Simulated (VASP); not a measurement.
Input of a VASP 6.6.1 run:

INCAR

```
  ALGO = Fast
  EDIFF = 1E-6
  ENCUT = 520
  GGA = PS
  ISIF = 2
  ISMEAR = 1
  LASPH = T
  LCHARG = T
  LELF = T
  LREAL = F
  LVHAR = T
  LWAVE = F
  NBANDS = 12
  NELM = 60
  PREC = Accurate
  SIGMA = 0.1
```

The input KPOINTS:

```
k-points
0
Gamma
  15 15 15
```

Contents of POSCAR:

```
Ag
1.0
   -1.6103805100      1.6535326600      1.6181576800
    1.6593070500     -1.6605473000      1.6740988600
    1.6393304800      1.6894972700     -1.6251723200
Ag
1
Direct
    0.0000000000      0.0000000000      0.0000000000
```

Potentials or basis: VASP PAW PBE potentials, release 64 (Ag).

Run with:

```console
$ cat potpaw_PBE.64/Ag/POTCAR > POTCAR
$ mpirun -np 1 vasp_std > vasp.out
```

(1) What does it give for the pressure?

(2) Predict the band gap on the k mesh.

Results:

(1) -7.3 GPa.

(2) zero (an odd number of electrons rules out a gap without spin polarisation).

Caveat: the cell stands under tension; the PAW data sets were made with another functional, which shifts forces and pressure a little.
